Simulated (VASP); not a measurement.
TiSi2, 3 atoms in the cell. The structure is orthorhombic, space group Immm (No. 71). The conventional cell has a = 2.946 Å, b = 3.424 Å, c = 8.424 Å, α = 90.00°, β = 90.00°, γ = 90.00°. Within 3.5 Å of Ti (site symmetry mmm) lie 10 Si at 2.67 to 2.78 Å and 4 Ti at 2.95 to 3.42 Å. Within 3.5 Å of Si (site symmetry mm2) lie 9 Si at 2.63 to 3.42 Å and 5 Ti at 2.67 to 2.78 Å. 

```yaml
Program: VASP 6.6.1
Task: relaxation of cell and atoms
Functional: PBEsol
Potentials_or_basis: VASP PAW PBE potentials, release 64 (Ti_sv, Si)
Cutoff: 600 eV
k_mesh: 12 × 12 × 12
Occupations: fermi-dirac, width 0.05 eV
Spin: no spin polarisation
Target_pressure: 20 GPa
Dipole_correction: no
Further_INCAR_settings: ALGO = Normal; EDIFF = 1e-06; IBRION = 2; EDIFFG = -0.005; NSW = 80; ISIF = 3
```

Potentials or basis: VASP PAW PBE potentials, release 64 (Ti_sv, Si).

Launch:

```bash
$ cat potpaw_PBE.64/Ti_sv/POTCAR potpaw_PBE.64/Si/POTCAR > POTCAR
$ mpirun -np 1 vasp_std > vasp.out
```

Hardware: 1 thread of Intel(R) Xeon(R) 6975P-C (Granite Rapids) (shared host).

Q: How long does it take, and how much memory?

A: It took 14 min on 1 thread of Intel(R) Xeon(R) 6975P-C (Granite Rapids), with other jobs on the host, peak memory 0.42 GiB. Counts: scf iterations 85, k points 280, ion steps 10.
